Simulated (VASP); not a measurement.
# N2 in VASP: single point with r2SCAN

Aim: the single point of N2 with r2SCAN.

Program: VASP 6.6.1. These are calculated values, not measurements. Logs are shortened: lines on timing, memory, paths and dates and some standing lists are left out, and cuts for length are marked.

## 1. The cell of the first run

The cell holds a molecule in a box, 2 atoms: a = 9.000 Å, b = 9.500 Å, c = 10.000 Å, α = 90.00°, β = 90.00°, γ = 90.00°.

## 2. Single point, r2SCAN

POSCAR reads:

```
N
1.0
    9.0000000000      0.0000000000      0.0000000000
    0.0000000000      9.5000000000      0.0000000000
    0.0000000000      0.0000000000     10.0000000000
N
2
Direct
    0.5000000000      0.5000000000      0.4453607750
    0.5000000000      0.5000000000      0.5546392250
```

INCAR.step1 reads:

```
SYSTEM = N
  PREC = Accurate
  ENCUT = 1080
  ISMEAR = -1
  SIGMA = 0.05
  LREAL = .FALSE.
  LASPH = .TRUE.
  NELM = 120
  NBANDS = 12
  GGA = PE
  ALGO = Normal
  EDIFF = 1E-5
  LWAVE = .TRUE.
  LCHARG = .FALSE.
  GGA_COMPAT = .FALSE.
  NELMDL = -8
```

INCAR.step2 reads:

```
SYSTEM = N
  PREC = Accurate
  ENCUT = 1080
  EDIFF = 1E-6
  ISMEAR = -1
  SIGMA = 0.05
  LREAL = .FALSE.
  LASPH = .TRUE.
  NELM = 120
  ALGO = Normal
  ISIF = 2
  LWAVE = .FALSE.
  LCHARG = .TRUE.
  METAGGA = R2SCAN
  LMIXTAU = .TRUE.
  LELF = .TRUE.
  LVHAR = .TRUE.
  NBANDS = 12
  ISTART = 1
  GGA_COMPAT = .FALSE.
```

KPOINTS reads:

```
regular mesh
0
G
  1 1 1
  0 0 0
```

Potentials or basis: VASP PAW PBE potentials, release 64 (N_h).

Launch:

```sh
cat potpaw_PBE.64/N_h/POTCAR > POTCAR
cp INCAR.step1 INCAR
mpirun -np 1 vasp_gam > vasp.out
cp INCAR.step2 INCAR
mpirun -np 1 vasp_gam > vasp.out
```

OUTCAR:

```text
SYSTEM = N
   PREC = Accurate
   ENCUT = 1080
   EDIFF = 1E-6
   ISMEAR = -1
   LREAL = .FALSE.
   LASPH = .TRUE.
   NELM = 120
   ISIF = 2
   METAGGA = R2SCAN
   ISTART = 1

 ion  position               nearest neighbor table
   1  0.500  0.500  0.445-   2 1.09
   2  0.500  0.500  0.555-   1 1.09

  LATTYP: Found a simple orthorhombic cell.
 ALAT       =     9.0000000000
 B/A-ratio  =     1.0555555556
 C/A-ratio  =     1.1111111111

  Lattice vectors:

 A1 = (   9.0000000000,   0.0000000000,   0.0000000000)
 A2 = (   0.0000000000,   9.5000000000,   0.0000000000)
 A3 = (   0.0000000000,   0.0000000000,  10.0000000000)

Analysis of symmetry for initial positions (statically):
=====================================================================
 Subroutine PRICEL returns:
 Original cell was already a primitive cell.

 Routine SETGRP: Setting up the symmetry group for a
 simple orthorhombic supercell.

 Subroutine GETGRP returns: Found  8 space group operations
 (whereof  8 operations were pure point group operations)
 out of a pool of  8 trial point group operations.

The static configuration has the point symmetry D_2h.

Analysis of symmetry for dynamics (positions and initial velocities):
=====================================================================
 Subroutine PRICEL returns:
 Original cell was already a primitive cell.

 Routine SETGRP: Setting up the symmetry group for a
 simple orthorhombic supercell.

 Subroutine GETGRP returns: Found  8 space group operations
 (whereof  8 operations were pure point group operations)
 out of a pool of  8 trial point group operations.

The dynamic configuration has the point symmetry D_2h.

 Subroutine INISYM returns: Found  8 space group operations
 (whereof  8 operations are pure point group operations),
 and found     1 'primitive' translations

----------------------------------------------------------------------------------------

                                     Primitive cell

  volume of cell :     855.0000

  direct lattice vectors                    reciprocal lattice vectors
     9.000000000  0.000000000  0.000000000     0.111111111  0.000000000  0.000000000
     0.000000000  9.500000000  0.000000000     0.000000000  0.105263158  0.000000000
     0.000000000  0.000000000 10.000000000     0.000000000  0.000000000  0.100000000

[... 54 lines left out ...]
   LNONCOLLINEAR =      F non collinear calculations
   LSORBIT =      F    spin-orbit coupling
   LASPH  =      T    aspherical Exc in radial PAW
   ENCUT  = 1080.0 eV  79.38 Ry    8.91 a.u.  24.12 25.46 26.80*2*pi/ulx,y,z
   NELM   =    120;   NELMIN=  2; NELMDL=  0     # of ELM steps
   EDIFF  = 0.1E-05   stopping-criterion for ELM
   LREAL  =      F    real-space projection
   EDIFFG = 0.1E-04   stopping-criterion for IOM
   NSW    =      0    number of steps for IOM
   IBRION =     -1    ionic relax: 0-MD 1-quasi-New 2-CG
   NFREE  =      0    steps in history (QN), initial steepest desc. (CG)
   ISIF   =      2    stress and relaxation
   ISYM   =      2    0-nonsym 1-usesym 2-fastsym
   POTIM  = 0.5000    time-step for ionic-motion
   TEBEG  =    0.0;   TEEND  =   0.0 temperature during run
   PSTRESS=    0.0 pullay stress
   NELECT =      10.0000    total number of electrons
   NUPDOWN=      -1.0000    fix difference up-down
   EMIN   =  10.00;   EMAX   =-10.00  energy-range for DOS
   EFERMI =   0.00;   METHOD = LEGACY
   ISMEAR =    -1;   SIGMA  =   0.05  broadening in eV -4-tet -1-fermi 0-gaus
   EFERMI_NEDOS =   21; number of points for ismear=-14 and -15
   IALGO  =     38    algorithm
   IMIX   =      4    mixing-type and parameters
     AMIX     =   0.40;   BMIX     =  1.00
     AMIX_MAG =   1.60;   BMIX_MAG =  1.00
  volume/ion in A,a.u.               =     427.50      2884.91
  Fermi-wavevector in a.u.,A,eV,Ry     =   0.371609  0.702239  1.878872  0.138093
  Thomas-Fermi vector in A             =   1.299861
   LORBIT       =      0    0 simple, 1 ext, 2 COOP (PROOUT), +10 PAW based schemes
   METAGGA = R2SCAN    functional components
   LHFCALC =     F    Hartree Fock is set to
   AEXX    =    0.0000 exact exchange contribution
   IVDW    =     0    specifies the selected vdW correction
   LEPSILON=     F    determine dielectric tensor
   LRPA    =     F    only Hartree local field effects (RPA)
 non-spin polarized calculation
  energy-cutoff  :     1080.00
  volume of cell :      855.00
 maximum number of plane-waves:     34428
   NGX = 49   NGY = 51   NGZ = 53

 number of electron      10.0000000 magnetization

 Free energy of the ion-electron system (eV)
  ---------------------------------------------------
  ext. energy  EPLUGINS =         0.00000000
  ---------------------------------------------------
  free energy    TOTEN  =       -18.42121951 eV

  energy without entropy =      -18.42121951  energy(sigma->0) =      -18.42121951

 E-fermi :  -9.3539     XC(G=0):  -0.3961

 val. band max:      -10.5428353247   @ k =   0.0000   0.0000   0.0000
 cond. band min:      -1.3890002478   @ k =   0.0000   0.0000   0.0000
 fundamental gap:      9.1538350769
 Fermi energy:        -9.3539387103

 k-point     1 :       0.0000    0.0000    0.0000
  band No.  band energies     occupation
      1     -29.5166      2.00000
      2     -14.0454      2.00000
      3     -11.8253      2.00000
      4     -11.8253      2.00000
      5     -10.5428      2.00000
      6      -1.3890      0.00000
      7      -1.3885      0.00000
      8       0.2011      0.00000
      9       1.6174      0.00000
     10       1.7192      0.00000
     11       1.7783      0.00000
     12       1.8404      0.00000

------------------------ aborting loop because EDIFF is reached ----------------------------------------

  FORCE on cell =-STRESS in cart. coord.  units (eV):
  Direction    XX          YY          ZZ          XY          YZ          ZX
  --------------------------------------------------------------------------------------
  -------------------------------------------------------------------------------------
  Total       -0.0153972     -0.0152576      0.0255991     -0.0000000      0.0000000      0.0000000
  in kB       -0.0288526     -0.0285911      0.0479699     -0.0000000      0.0000000      0.0000000
  external PRESSURE =      -0.0031579 kB  Pullay stress =       0.0000000 kB

 VOLUME and BASIS-vectors are now :
 -----------------------------------------------------------------------------
  energy-cutoff  :     1080.00
  volume of cell :      855.00
      direct lattice vectors                 reciprocal lattice vectors
     9.000000000  0.000000000  0.000000000     0.111111111  0.000000000  0.000000000
     0.000000000  9.500000000  0.000000000     0.000000000  0.105263158  0.000000000
     0.000000000  0.000000000 10.000000000     0.000000000  0.000000000  0.100000000

 POSITION                                       TOTAL-FORCE (eV/Angst)
 -----------------------------------------------------------------------------------
      4.50000      4.75000      4.45361         0.000000      0.000000     -0.047129
      4.50000      4.75000      5.54639         0.000000      0.000000      0.047129
 -----------------------------------------------------------------------------------
    total drift:                                0.000000      0.000000      0.000000

  FREE ENERGIE OF THE ION-ELECTRON SYSTEM (eV)
  ---------------------------------------------------
  free  energy   TOTEN  =       -18.4212195086 eV

  energy  without entropy=      -18.4212195084  energy(sigma->0) =      -18.42121951
```

Run time: 6 min. Hardware: 1 thread of Intel Xeon 6975P-C (Granite Rapids), shared host; peak memory 1.9 GiB.

Results:

```yaml
Free_energy: -18.4212 eV
Largest_force: 0.047 eV/Å
Gap_between_the_frontier_levels: 9.15 eV
```

Forces on the atoms (eV/Å):
```
N    0.000  0.000 -0.047
N    0.000  0.000  0.047
```

Levels at points of the mesh, in eV from the valence-band top:
```csv
k point,band 1,band 2,band 3,band 4,band 5,band 6,band 7,band 8,band 9,band 10
"(0.00, 0.00, 0.00)",-18.97,-3.50,-1.28,-1.28,0.00,9.15,9.15,10.74,12.16,12.26
```

Caveat: the PAW data sets were made with another functional, which shifts forces and pressure a little.
